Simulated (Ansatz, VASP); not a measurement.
# One calculation of HfO2, two programs

```
Hf O
1.0
     0.00000    2.55750    2.50635
     2.55750    0.00000    2.50635
     2.55750    2.55750    0.00000
Hf O
1 2
Direct
  0.00000 0.00000 0.00000
  0.25000 0.25000 0.25000
  0.75000 0.75000 0.75000
```

Change from the starting cell: zz strain of -2 %, crystal datasets.

Alike in both runs: task electric field gradients; functional PBE; k mesh 9 × 9 × 9; occupations fermi-dirac, width 0.01 eV; no spin polarisation.

```csv
,VASP,Ansatz
version,VASP 6.6.1,Ansatz 0.2.0
potentials or method,"VASP PAW PBE potentials, release 64 (Hf_pv, O), cutoff 520 eV","all-electron PAW with datasets made for the crystal, scalar-relativistic"
```

```csv
,VASP,Ansatz,Ansatz less VASP
gap on the k mesh at the Fermi level (eV),3.66,3.66,0.000
pressure (GPa),-1.2,2.5,+3.73
"traceless stress, the component that is largest in VASP (GPa)",6.24,6.14,-0.109
size of Vzz on the site where it differs most (V/Å²),19.4,24.3,+4.89
```

Ansatz ran all-electron here, and VASP with PAW potentials.

Neither program's run includes spin-orbit coupling.
